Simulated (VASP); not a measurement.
A run of VASP 6.6.1 is set up as follows.

INCAR

```
PREC = Accurate
ENCUT = 500
EDIFF = 1E-6
ISMEAR = 0
SIGMA = 0.1
LREAL = False
LASPH = True
NELM = 200
ALGO = Normal
ISIF = 2
LWAVE = False
LCHARG = True
GGA = PE
LELF = True
LVHAR = True
NBANDS = 36
GGA_COMPAT = False
LMAXMIX = 6
```

The input KPOINTS:

```
Automatic mesh
0
Gamma
  3 3 4
```

The input POSCAR:

```
NdAs3Pb2
1.0
    5.9514758357      0.0000000000      0.0000000000
   -2.9757379179      5.1541292637      0.0000000000
    0.0000000000      0.0000000000      5.6321305441
Nd As Pb
1 3 2
Direct
    0.0000000000      0.0000000000      0.1027024391
    0.0000000000      0.5000000000      1.0122088331
    0.5000000000      0.0000000000      1.0122088331
    0.5000000000      0.5000000000      1.0122088331
    0.6666666667      0.3333333333      0.5153329858
    0.3333333333      0.6666666667      0.5153329858
```

Potentials or basis: VASP PAW PBE potentials, release 64 (Nd_3, As, Pb_d), 4f in core.

Run with:

```console
$ cat potpaw_PBE.64/Nd_3/POTCAR potpaw_PBE.64/As/POTCAR potpaw_PBE.64/Pb_d/POTCAR > POTCAR
$ mpirun -np 1 vasp_std > vasp.out
```

**Question.** Predict the band gap on the k mesh.

**Answer.** Zero (bands 27 and 28 overlap by 0.68 eV).

**Question.** Predict the largest force.

**Answer.** 0.027 eV/Å.

**Question.** Predict the pressure.

**Answer.** 0.0 GPa.

Forces on the atoms (eV/Å):
```
Nd   0.000  0.000 -0.006
As   0.000  0.000 -0.016
As   0.000  0.000 -0.016
As   0.000  0.000 -0.016
Pb   0.000  0.000  0.027
Pb   0.000  0.000  0.027
```

Caveat: the k points lie up to 0.41 Å⁻¹ apart, too coarse for converged energies and pressures of a metal; spin-orbit coupling is left out, which moves the levels of the heavy elements; the 4f electrons are frozen in the core, so they carry no moment and show no levels. Spin polarisation is off, so any magnetic state and its effect on volume and gap are missing.
